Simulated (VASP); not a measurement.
Write the native input for VASP 6.6.1 that does the following.

| Quantity | Value |
| --- | --- |
| Task | single point |
| Functional | PBE |
| Potentials or basis | VASP PAW PBE potentials, release 64 (B, N) |
| Cutoff | 520 eV |
| k mesh | 8 × 8 × 8 |
| Occupations | gaussian, width 0.01 eV |
| Spin | no spin polarisation |
| Dipole correction | no |
| Further INCAR settings | ALGO = Normal; EDIFF = 1e-06; NBANDS = 11 |

The structure of BN lies in POSCAR:

```
BN
1.0
    0.0000000000      1.8021819266      1.8021819266
    1.8021819266      0.0000000000      1.8021819266
    1.8021819266      1.8021819266      0.0000000000
B N
1 1
Direct
    0.0000000000      0.0000000000      0.0000000000
    0.5000000000      0.5000000000      0.5000000000
```

This cell differs from its parent crystal: volume changed by +10%.

The input as run:

INCAR

```
SYSTEM = BN
PREC = Accurate
ENCUT = 520
EDIFF = 1E-6
ISMEAR = 0
SIGMA = 0.01
LREAL = .FALSE.
LASPH = .TRUE.
NELM = 100
ALGO = Normal
ISIF = 2
LWAVE = .FALSE.
LCHARG = .FALSE.
GGA = PE
NBANDS = 11
```

KPOINTS

```
regular mesh
0
G
  8 8 8
  0 0 0
```

Potentials or basis: VASP PAW PBE potentials, release 64 (B, N).

Command:

```console
$ cat potpaw_PBE.64/B/POTCAR potpaw_PBE.64/N/POTCAR > POTCAR
$ mpirun -np 1 vasp_std > vasp.out
```

Results of the run:

The pressure is -27.6 GPa and the band gap on the k mesh is 0.63 eV, indirect (least direct gap 5.51 eV).

It took 4.7 s on 1 thread of AMD EPYC 7R43 64-Core Processor (Zen 3) (shared host), peak memory 0.08 GiB.
